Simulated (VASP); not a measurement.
# BiTe (Fm-3m) in VASP: further runs

BiTe is run at these levels: r2SCAN; tasks: single point.

Everything below comes from runs of VASP 6.6.1. Logs are shortened: lines on timing, memory, paths and dates and some standing lists are left out, and cuts for length are marked.

## (1) The cell of the first run

Symmetry: Fm-3m, No. 225, cubic system. The conventional cell has a = 6.325 Å, b = 6.325 Å, c = 6.325 Å, α = 90.00°, β = 90.00°, γ = 90.00°. Bi (site symmetry m-3m) has 6 Te at 3.16 Å within 4.2 Å. Within 4.2 Å of Te (site symmetry m-3m) lie 6 Bi at 3.16 Å.

## (2) Single point, r2SCAN

File POSCAR:

```
BiTe
1.0
    0.0000000000      3.1624232583      3.1624232583
    3.1624232583      0.0000000000      3.1624232583
    3.1624232583      3.1624232583      0.0000000000
Bi Te
1 1
Direct
    0.0000000000      0.0000000000      0.0000000000
    0.5000000000      0.5000000000      0.5000000000
```

File INCAR.step1:

```
PREC = Accurate
ENCUT = 520
ISMEAR = 0
SIGMA = 0.1
LREAL = False
LASPH = True
NELM = 60
NBANDS = 18
GGA = PE
ALGO = Normal
EDIFF = 1E-4
LWAVE = True
LCHARG = False
```

File INCAR.step2:

```
PREC = Accurate
ENCUT = 520
EDIFF = 1E-7
ISMEAR = 0
SIGMA = 0.1
LREAL = False
LASPH = True
NELM = 60
ALGO = Normal
ISIF = 2
LWAVE = False
LCHARG = False
METAGGA = R2SCAN
LMIXTAU = True
NBANDS = 18
ISTART = 1
```

File KPOINTS:

```
Automatic mesh
0
Gamma
  12 12 12
```

Potentials or basis: VASP PAW PBE potentials, release 64 (Bi_d, Te).

Command:

```bash
cat potpaw_PBE.64/Bi_d/POTCAR potpaw_PBE.64/Te/POTCAR > POTCAR
cp INCAR.step1 INCAR
mpirun -np 1 vasp_std > vasp.out
cp INCAR.step2 INCAR
mpirun -np 1 vasp_std > vasp.out
```

OUTCAR:

```text
PREC = Accurate
   ENCUT = 520
   EDIFF = 1E-7
   ISMEAR = 0
   LREAL = False
   LASPH = True
   NELM = 60
   ISIF = 2
   METAGGA = R2SCAN
   ISTART = 1

 ion  position               nearest neighbor table
   1  0.000  0.000  0.000-   2 3.16   2 3.16   2 3.16   2 3.16   2 3.16   2 3.16
   2  0.500  0.500  0.500-   1 3.16   1 3.16   1 3.16   1 3.16   1 3.16   1 3.16

  LATTYP: Found a face centered cubic cell.
 ALAT       =     6.3248465166

  Lattice vectors:

 A1 = (   0.0000000000,   3.1624232583,   3.1624232583)
 A2 = (   3.1624232583,   0.0000000000,   3.1624232583)
 A3 = (   3.1624232583,   3.1624232583,   0.0000000000)

Analysis of symmetry for initial positions (statically):
=====================================================================
 Subroutine PRICEL returns:
 Original cell was already a primitive cell.

 Routine SETGRP: Setting up the symmetry group for a
 face centered cubic supercell.

 Subroutine GETGRP returns: Found 48 space group operations
 (whereof 48 operations were pure point group operations)
 out of a pool of 48 trial point group operations.

The static configuration has the point symmetry O_h .

Analysis of symmetry for dynamics (positions and initial velocities):
=====================================================================
 Subroutine PRICEL returns:
 Original cell was already a primitive cell.

 Routine SETGRP: Setting up the symmetry group for a
 face centered cubic supercell.

 Subroutine GETGRP returns: Found 48 space group operations
 (whereof 48 operations were pure point group operations)
 out of a pool of 48 trial point group operations.

The dynamic configuration has the point symmetry O_h .

 Subroutine INISYM returns: Found 48 space group operations
 (whereof 48 operations are pure point group operations),
 and found     1 'primitive' translations

----------------------------------------------------------------------------------------

                                     Primitive cell

  volume of cell :      63.2543

  direct lattice vectors                    reciprocal lattice vectors
     0.000000000  3.162423258  3.162423258    -0.158106603  0.158106603  0.158106603
     3.162423258  0.000000000  3.162423258     0.158106603 -0.158106603  0.158106603
     3.162423258  3.162423258  0.000000000     0.158106603  0.158106603 -0.158106603

  length of vectors
     4.472341862  4.472341862  4.472341862     0.273848670  0.273848670  0.273848670

  position of ions in fractional coordinates (direct lattice)
     0.000000000  0.000000000  0.000000000
     0.500000000  0.500000000  0.500000000

  ion indices of the primitive-cell ions
   primitive index   ion index
                 1           1
                 2           2

----------------------------------------------------------------------------------------

 KPOINTS: Automatic mesh

Automatic generation of k-mesh.
 Grid dimensions read from file:
 generate k-points for:   12   12   12

 Generating k-lattice:

  Cartesian coordinates                     Fractional coordinates (reciprocal lattice)
    -0.013175550  0.013175550  0.013175550     0.083333333  0.000000000  0.000000000
     0.013175550 -0.013175550  0.013175550     0.000000000  0.083333333  0.000000000
     0.013175550  0.013175550 -0.013175550     0.000000000  0.000000000  0.083333333

  Length of vectors
     0.022820723  0.022820723  0.022820723

  Shift w.r.t. Gamma in fractional coordinates (k-lattice)
     0.000000000  0.000000000  0.000000000

 Subroutine IBZKPT returns following result:
 ===========================================

 Found     72 irreducible k-points:

 Following reciprocal coordinates:
            Coordinates               Weight
  0.000000  0.000000  0.000000      1.000000
  0.083333  0.000000  0.000000      8.000000
  0.166667  0.000000  0.000000      8.000000
  0.250000  0.000000  0.000000      8.000000
  0.333333  0.000000  0.000000      8.000000
  0.416667  0.000000  0.000000      8.000000
[... 16 lines left out ...]
  0.500000  0.166667  0.000000     24.000000
 -0.416667  0.166667  0.000000     24.000000
 [... further k-points ...]
   k-points           NKPTS =     72   k-points in BZ     NKDIM =     72   number of bands    NBANDS=     18
   number of dos      NEDOS =    301   number of ions     NIONS =      2
   total plane-waves  NPLWV =  46656
   dimension x,y,z NGX =    36 NGY =   36 NGZ =   36
   dimension x,y,z NGXF=    72 NGYF=   72 NGZF=   72
   ions per type =               1   1
   NGX,Y,Z   is equivalent  to a cutoff of  13.38, 13.38, 13.38 a.u.
   NGXF,Y,Z  is equivalent  to a cutoff of  26.76, 26.76, 26.76 a.u.
 SYSTEM =  unknown system
   PREC   = accura    normal or accurate (medium, high low for compatibility)
   ISTART =      1    job   : 0-new  1-cont  2-samecut
   ICHARG =      0    charge: 1-file 2-atom 10-const
   ISPIN  =      1    spin polarized calculation?
   LNONCOLLINEAR =      F non collinear calculations
[... 93 lines left out ...]
     17      15.9537      0.00000
     18      15.9873      0.00000

 k-point     4 :       0.2500    0.0000    0.0000
  band No.  band energies     occupation
      1     -16.4866      2.00000
      2     -16.4866      2.00000
      3     -16.4712      2.00000
      4     -16.4680      2.00000
      5     -16.4680      2.00000
      6      -6.5768      2.00000
[... 10 lines left out ...]
     17      17.3346      0.00000
     18      17.3511      0.00000

 k-point     5 :       0.3333    0.0000    0.0000
  band No.  band energies     occupation
      1     -16.4886      2.00000
      2     -16.4886      2.00000
      3     -16.4706      2.00000
      4     -16.4654      2.00000
      5     -16.4654      2.00000
      6      -6.0925      2.00000
[... 10 lines left out ...]
     17      17.9808      0.00000
     18      18.8448      0.00000

 k-point     6 :       0.4167    0.0000    0.0000
  band No.  band energies     occupation
      1     -16.4901      2.00000
      2     -16.4901      2.00000
      3     -16.4702      2.00000
      4     -16.4635      2.00000
      5     -16.4635      2.00000
      6      -5.4923      2.00000
[... 10 lines left out ...]
     17      17.0623      0.00000
     18      18.3514      0.00000

 k-point     7 :       0.5000    0.0000    0.0000
  band No.  band energies     occupation
      1     -16.4906      2.00000
      2     -16.4906      2.00000
      3     -16.4701      2.00000
      4     -16.4628      2.00000
      5     -16.4628      2.00000
      6      -4.9475      2.00000
[... 10 lines left out ...]
     17      16.1371      0.00000
     18      17.4335      0.00000

 k-point     8 :       0.0833    0.0833    0.0000
  band No.  band energies     occupation
      1     -16.4846      2.00000
      2     -16.4827      2.00000
      3     -16.4728      2.00000
      4     -16.4716      2.00000
      5     -16.4715      2.00000
      6      -7.1196      2.00000
[... 10 lines left out ...]
     17      14.5574      0.00000
     18      14.6356      0.00000
[... 229 lines left out ...]
     17      14.7946      0.00000
     18      14.8930      0.00000

 k-point    20 :       0.2500    0.1667    0.0000
  band No.  band energies     occupation
      1     -16.4913      2.00000
      2     -16.4814      2.00000
      3     -16.4739      2.00000
      4     -16.4671      2.00000
      5     -16.4667      2.00000
      6      -6.5880      2.00000
[... 10 lines left out ...]
     17      15.3882      0.00000
     18      15.4870      0.00000

 k-point    21 :       0.3333    0.1667    0.0000
  band No.  band energies     occupation
      1     -16.4934      2.00000
      2     -16.4827      2.00000
      3     -16.4731      2.00000
      4     -16.4655      2.00000
      5     -16.4643      2.00000
      6      -6.2067      2.00000
[... 10 lines left out ...]
     17      16.5448      0.00000
     18      16.5747      0.00000

 k-point    22 :       0.4167    0.1667    0.0000
  band No.  band energies     occupation
      1     -16.4946      2.00000
      2     -16.4847      2.00000
      3     -16.4715      2.00000
      4     -16.4645      2.00000
      5     -16.4624      2.00000
      6      -5.7079      2.00000
[... 10 lines left out ...]
     17      16.8759      0.00000
     18      17.7109      0.00000

 k-point    23 :       0.5000    0.1667    0.0000
  band No.  band energies     occupation
      1     -16.4945      2.00000
      2     -16.4868      2.00000
      3     -16.4698      2.00000
      4     -16.4641      2.00000
      5     -16.4618      2.00000
      6      -5.1217      2.00000
[... 10 lines left out ...]
     17      16.9197      0.00000
     18      17.8009      0.00000

 k-point    24 :      -0.4167    0.1667    0.0000
  band No.  band energies     occupation
      1     -16.4932      2.00000
      2     -16.4884      2.00000
      3     -16.4687      2.00000
      4     -16.4642      2.00000
      5     -16.4624      2.00000
      6      -4.8968      2.00000
[... 10 lines left out ...]
     17      17.7738      0.00000
     18      18.9998      0.00000

 [... further k-points ...]

------------------------ aborting loop because EDIFF is reached ----------------------------------------

  FORCE on cell =-STRESS in cart. coord.  units (eV):
  Direction    XX          YY          ZZ          XY          YZ          ZX
  --------------------------------------------------------------------------------------
  -------------------------------------------------------------------------------------
  Total        1.5711278      1.5711278      1.5711278      0.0000000      0.0000000     -0.0000000
  in kB       39.7953307     39.7953307     39.7953307      0.0000000      0.0000000     -0.0000000
  external PRESSURE =      39.7953307 kB  Pullay stress =       0.0000000 kB

 VOLUME and BASIS-vectors are now :
 -----------------------------------------------------------------------------
  energy-cutoff  :      520.00
  volume of cell :       63.25
      direct lattice vectors                 reciprocal lattice vectors
     0.000000000  3.162423258  3.162423258    -0.158106603  0.158106603  0.158106603
     3.162423258  0.000000000  3.162423258     0.158106603 -0.158106603  0.158106603
     3.162423258  3.162423258  0.000000000     0.158106603  0.158106603 -0.158106603

 POSITION                                       TOTAL-FORCE (eV/Angst)
 -----------------------------------------------------------------------------------
      0.00000      0.00000      0.00000        -0.000000      0.000000     -0.000000
      3.16242      3.16242      3.16242         0.000000      0.000000      0.000000
 -----------------------------------------------------------------------------------
    total drift:                               -0.000000      0.000000      0.000000

  FREE ENERGIE OF THE ION-ELECTRON SYSTEM (eV)
  ---------------------------------------------------
  free  energy   TOTEN  =       -83.9798892358 eV

  energy  without entropy=      -83.9750934420  energy(sigma->0) =      -83.97749134
```

Wall time 5.7 min (1 thread of Intel Xeon Platinum 8259CL at 2.50GHz (Skylake/Cascade Lake), shared host); peak memory 0.26 GiB.

Results:

- Free energy: -83.9799 eV
- Pressure: 4.0 GPa
- Band gap on the k mesh: zero (an odd number of electrons rules out a gap without spin polarisation)

Caveat: the cell stands under pressure; the PAW data sets were made with another functional, which shifts forces and pressure a little; spin-orbit coupling is left out, which moves the levels of the heavy elements.

## (3) Single point, r2SCAN

This run uses another cell than the first one, of 33.19 Å³/atom.

File POSCAR:

```
BiTe
1.0
    0.0000000000      3.2138205447      3.2138205447
    3.2138205447      0.0000000000      3.2138205447
    3.2138205447      3.2138205447      0.0000000000
Bi Te
1 1
Direct
    0.0000000000      0.0000000000      0.0000000000
    0.5000000000      0.5000000000      0.5000000000
```

File INCAR.step1:

```
ALGO = Normal
EDIFF = 1E-4
ENCUT = 520
GGA = PE
ISMEAR = 0
LASPH = True
LCHARG = False
LREAL = False
LWAVE = True
NBANDS = 18
NELM = 100
PREC = Accurate
SIGMA = 0.1
```

File INCAR.step2:

```
ALGO = Normal
EDIFF = 1E-7
ENCUT = 520
ISIF = 2
ISMEAR = 0
ISTART = 1
LASPH = True
LCHARG = False
LMIXTAU = True
LREAL = False
LWAVE = False
METAGGA = R2SCAN
NBANDS = 18
NELM = 100
PREC = Accurate
SIGMA = 0.1
```

File KPOINTS:

```
k-points
0
Gamma
  12 12 12
```

Potentials or basis: VASP PAW PBE potentials, release 64 (Bi_d, Te).

Command:

```bash
cat potpaw_PBE.64/Bi_d/POTCAR potpaw_PBE.64/Te/POTCAR > POTCAR
cp INCAR.step1 INCAR
mpirun -np 1 vasp_std > vasp.out
cp INCAR.step2 INCAR
mpirun -np 1 vasp_std > vasp.out
```

Wall time 5.8 min (1 thread of Intel Xeon Platinum 8259CL at 2.50GHz (Skylake/Cascade Lake), shared host); peak memory 0.28 GiB.

It converged, with:

```
Free energy            : -84.0278 eV
Pressure               : 1.0 GPa
Band gap on the k mesh : zero (an odd number of electrons rules out a gap without spin polarisation)
```

Levels at points of the mesh, in eV from the Fermi level:
| k point | band 7 | band 8 | band 9 | band 10 | band 11 | band 12 | band 13 | band 14 |
| --- | --- | --- | --- | --- | --- | --- | --- | --- |
| (0.00, 0.00, 0.00) | -8.24 | -2.87 | -2.87 | -2.87 | 2.28 | 2.28 | 2.28 | 4.96 |
| (0.50, 0.00, 0.00) | -11.81 | -2.17 | -2.17 | -1.64 | -0.73 | -0.73 | -0.71 | 7.87 |
| (0.50, 0.50, 0.00) | -10.33 | -6.12 | -4.41 | -4.41 | 2.43 | 3.86 | 3.86 | 5.39 |

Caveat: the PAW data sets were made with another functional, which shifts forces and pressure a little; spin-orbit coupling is left out, which moves the levels of the heavy elements.

## (4) Single point, r2SCAN

This run uses another cell than the first one, of 34.52 Å³/atom.

File POSCAR:

```
BiTe
1.0
    0.0000000000      3.2561960114      3.2561960114
    3.2561960114      0.0000000000      3.2561960114
    3.2561960114      3.2561960114      0.0000000000
Bi Te
1 1
Direct
    0.0000000000      0.0000000000      0.0000000000
    0.5000000000      0.5000000000      0.5000000000
```

File INCAR.step1:

```
SYSTEM = BiTe
  PREC = Accurate
  ENCUT = 520
  ISMEAR = 0
  SIGMA = 0.1
  LREAL = .False.
  LASPH = .True.
  NELM = 100
  NBANDS = 18
  GGA = PE
  ALGO = Normal
  EDIFF = 1E-4
  LWAVE = .True.
  LCHARG = .False.
```

File INCAR.step2:

```
SYSTEM = BiTe
  PREC = Accurate
  ENCUT = 520
  EDIFF = 1E-6
  ISMEAR = 0
  SIGMA = 0.1
  LREAL = .False.
  LASPH = .True.
  NELM = 100
  ALGO = Normal
  ISIF = 2
  LWAVE = .False.
  LCHARG = .False.
  METAGGA = R2SCAN
  LMIXTAU = .True.
  NBANDS = 18
  ISTART = 1
```

File KPOINTS:

```
Automatic mesh
0
Gamma
  12 12 12
  0 0 0
```

Command:

```bash
cat potpaw_PBE.64/Bi_d/POTCAR potpaw_PBE.64/Te/POTCAR > POTCAR
cp INCAR.step1 INCAR
mpirun -np 1 vasp_std > vasp.out
cp INCAR.step2 INCAR
mpirun -np 1 vasp_std > vasp.out
```

It took 5.1 min on 1 thread of Intel Xeon Platinum 8259CL at 2.50GHz (Skylake/Cascade Lake), shared host; peak memory 0.28 GiB.

The run converged. Its results:

```yaml
Free_energy: -84.0273 eV
Pressure: -1.0 GPa
Band_gap_on_the_k_mesh: zero (an odd number of electrons rules out a gap without spin polarisation)
```

Levels at points of the mesh, in eV from the Fermi level:
| k point | band 6 | band 7 | band 8 | band 9 | band 10 | band 11 | band 12 | band 13 | band 14 | band 15 |
| --- | --- | --- | --- | --- | --- | --- | --- | --- | --- | --- |
| (0.00, 0.00, 0.00) | -14.02 | -8.39 | -2.75 | -2.75 | -2.75 | 2.20 | 2.20 | 2.20 | 5.04 | 5.04 |
| (0.50, 0.00, 0.00) | -12.00 | -11.66 | -2.08 | -2.08 | -1.65 | -0.70 | -0.66 | -0.66 | 7.78 | 8.12 |
| (0.50, 0.50, 0.00) | -12.21 | -10.32 | -5.83 | -4.21 | -4.21 | 2.58 | 3.67 | 3.67 | 5.09 | 8.94 |

Caveat: the PAW data sets were made with another functional, which shifts forces and pressure a little; spin-orbit coupling is left out, which moves the levels of the heavy elements.

## (5) Single point, r2SCAN (equal strain along all axes, cell held: -3.0 %)

File POSCAR:

```
BiTe
1.0
    3.1362758686      3.1362758686      0.0000000000
   -3.1362758686      3.1362758686      0.0000000000
    0.0000000000      0.0000000000      6.2725517373
Bi Te
2 2
Direct
    0.0000000000      0.0000000000      0.0000000000
    0.5000000000      0.5000000000      0.5000000000
    0.5000000000      0.5000000000      0.0000000000
    0.0000000000      0.0000000000      0.5000000000
```

File INCAR.step1:

```
PREC = Accurate
ENCUT = 520
ISMEAR = 0
SIGMA = 0.1
LREAL = False
LASPH = True
NELM = 100
NBANDS = 29
GGA = PE
ALGO = Normal
EDIFF = 1E-4
LWAVE = True
LCHARG = False
```

File INCAR.step2:

```
PREC = Accurate
ENCUT = 520
EDIFF = 1E-7
ISMEAR = 0
SIGMA = 0.1
LREAL = False
LASPH = True
NELM = 100
ALGO = Normal
ISIF = 2
LWAVE = False
LCHARG = True
METAGGA = R2SCAN
LMIXTAU = True
LELF = True
LVHAR = True
NBANDS = 29
ISTART = 1
```

File KPOINTS:

```
regular mesh
0
Gamma
  10 10 8
```

Command:

```bash
cat potpaw_PBE.64/Bi_d/POTCAR potpaw_PBE.64/Te/POTCAR > POTCAR
cp INCAR.step1 INCAR
mpirun -np 1 vasp_std > vasp.out
cp INCAR.step2 INCAR
mpirun -np 1 vasp_std > vasp.out
```

It took 6.4 min on 1 thread of Intel Xeon 6975P-C (Granite Rapids), shared host; peak memory 0.48 GiB.

It converged, with:

```yaml
Free_energy: -167.8709 eV
Pressure: 5.8 GPa
Band_gap_on_the_k_mesh: zero (bands 21 and 22 overlap by 3.36 eV)
```

Levels at points of the mesh, in eV from the Fermi level:
| k point | band 18 | band 19 | band 20 | band 21 | band 22 | band 23 | band 24 | band 25 |
| --- | --- | --- | --- | --- | --- | --- | --- | --- |
| (0.00, 0.00, 0.00) | -3.12 | -3.12 | -3.12 | 2.10 | 2.40 | 2.40 | 2.40 | 4.20 |
| (0.50, 0.00, 0.00) | -2.69 | -2.33 | -2.33 | -0.25 | -0.25 | 0.15 | 0.15 | 3.64 |
| (0.50, 0.50, 0.00) | -4.83 | -4.82 | -4.82 | 2.11 | 2.11 | 4.20 | 4.20 | 4.20 |
| (0.00, 0.00, 0.50) | -4.09 | -3.23 | -3.23 | 1.05 | 1.05 | 2.95 | 2.95 | 3.08 |
| (0.50, 0.00, 0.50) | -2.37 | -1.62 | -1.62 | -0.90 | -0.90 | -0.90 | -0.90 | -0.76 |
| (0.50, 0.50, 0.50) | -5.92 | -1.84 | -1.84 | -0.31 | -0.31 | 4.41 | 4.41 | 4.41 |

Caveat: the cell differs from its parent crystal (equal strain along all axes, cell held: -3.0 %); the cell stands under pressure; the PAW data sets were made with another functional, which shifts forces and pressure a little; spin-orbit coupling is left out, which moves the levels of the heavy elements.

## (6) The runs side by side

| cell | k mesh | gap on the mesh (eV) | pressure (GPa) |
| --- | --- | --- | --- |
| a = 4.472 Å, angles 60.0°, 2 atoms, atomic positions A | 12 × 12 × 12 | none | 4.0 |
| a = 4.545 Å, angles 60.0°, 2 atoms, atomic positions A | 12 × 12 × 12 | none | 1.0 |
| a = 4.605 Å, angles 60.0°, 2 atoms, atomic positions A | 12 × 12 × 12 | none | -1.0 |
| a = 4.435, b = 4.435, c = 6.273 Å, 4 atoms, atomic positions B | 10 × 10 × 8 | none | 5.8 |

Alike in all rows: task single point; level r2SCAN; potentials or basis VASP PAW PBE potentials, release 64 (Bi_d, Te); no spin polarisation; cutoff (eV) 520; smearing gaussian 0.1 eV.

Caveats: the PAW data sets were made with another functional, which shifts forces and pressure a little; spin-orbit coupling is left out, which moves the levels of the heavy elements; the cell stands under pressure (at least some runs).

Total energies depend on the potentials used, so only differences within one code and one set of settings carry meaning.
